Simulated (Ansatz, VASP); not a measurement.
Two plane-wave programs on Au

Contents of INCAR:

```
PREC     = Accurate       # precision mode
ENCUT    = 520            # plane-wave cutoff, eV
EDIFF    = 1E-7           # SCF threshold, eV
ISMEAR   = -1             # smearing method
SIGMA    = 0.1            # smearing width, eV
LREAL    = False          # projectors in reciprocal space
LASPH    = True           # aspherical terms in the spheres
NELM     = 60             # most SCF steps
ALGO     = Normal         # electronic algorithm
ISIF     = 2              # what is computed and relaxed
LWAVE    = False          # write WAVECAR
LCHARG   = False          # write CHGCAR
GGA      = PE             # functional
NBANDS   = 12             # bands
```

Contents of KPOINTS:

```
Automatic mesh
0
Gamma
  17 17 17
```

Contents of POSCAR:

```
Au
1.0
    0.0000000000      1.8279694812      1.8279694812
    1.8279694812      0.0000000000      1.8279694812
    1.8279694812      1.8279694812      0.0000000000
Au
1
Direct
    0.0000000000      0.0000000000      0.0000000000
```

Input for Ansatz:

```yaml
crystal:
  lattice:
    - [0.0, 1.8279694812, 1.8279694812]
    - [1.8279694812, 0.0, 1.8279694812]
    - [1.8279694812, 1.8279694812, 0.0]
  atoms:
    - { symbol: Au, position: [0.0, 0.0, 0.0] }
kpoints:
  mp_grid: { grid: [17, 17, 17] }
scf:
  occupations: { method: fermi_dirac, width: 0.1 }
hamiltonian:
  xc: pbe
  pseudopotentials: { kind: paw }
output:
  forces: true
  stress: true
  eigenvalues: true
  populations: true
```

Change from the starting cell: volume scaled by 0.68, PAW files.

Alike in both runs: task single point; functional PBE; k mesh 17 × 17 × 17; occupations fermi-dirac, width 0.1 eV; no spin polarisation.

```csv
,VASP,Ansatz
version,VASP 6.6.1,Ansatz 0.2.0
potentials or method,"VASP PAW PBE potentials, release 64 (Au)","PAW with Ansatz's default frozen-core files, scalar-relativistic"
plane-wave cutoff (eV),520,420
valence electrons in the cell,11,19
```

Ansatz gave:

| Quantity | Value |
| --- | --- |
| pressure (GPa) | 162.3 |

What did VASP give for the same quantities?

Pressure (GPa): 162.2.

Both programs put the cell under a high pressure, so it lies far from rest at this level. VASP's potentials hold 11 valence electrons a cell and Ansatz's 19, so a difference there can come from the potentials and not from the codes.

Neither program's run includes spin-orbit coupling. Noted on VASP's run: the cell as given lies far from equilibrium.
